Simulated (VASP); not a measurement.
Runs of VASP 6.6.1 on Cd2S. The structure is that of space group P3m1 (No. 156), or close to it. The cells are those of the table. 

```tsv
level	cell	gap on the mesh (eV)	pressure (GPa)	largest force (eV/Å)
r2SCAN	a = 3.807, b = 3.807, c = 5.581 Å, angles 90.0, 90.0, 120.0°, 3 atoms	none	5.5	0.53
PBE	a = 3.811, b = 3.811, c = 5.935 Å, angles 90.0, 90.0, 120.0°, 3 atoms	none	6.8	1.96
PBE	a = 3.856, b = 3.856, c = 5.740 Å, angles 90.0, 90.0, 120.0°, 3 atoms	none	5.6	1.53
PBE	a = 4.091, b = 4.091, c = 5.891 Å, angles 89.9, 90.1, 118.0°, 3 atoms	0.24	-2.7	(c)
PBE	a = 4.132, b = 4.132, c = 5.883 Å, angles 90.0, 90.0, 120.0°, 3 atoms	(b)	(a)	0.70
```

Alike in all rows: task single point; potentials or basis VASP PAW PBE potentials, release 64 (Cd, S); no spin polarisation; k mesh 12 × 12 × 6; cutoff (eV) 520; smearing gaussian 0.05 eV.

**Question.** Estimate the missing entries.

**Answer.** (a) -0.7; (b) 0.28; (c) 0.62.

Caveats: forces of over 1 eV/Å act on the atoms, so gaps and moduli don't describe the material at rest (some runs); the PAW data sets were made with another functional, which shifts forces and pressure a little (some runs).

A k mesh can miss the band edges, and the runs leave out spin-orbit coupling on Cd.

A gap of «none» marks levels without a gap at the run's occupations.
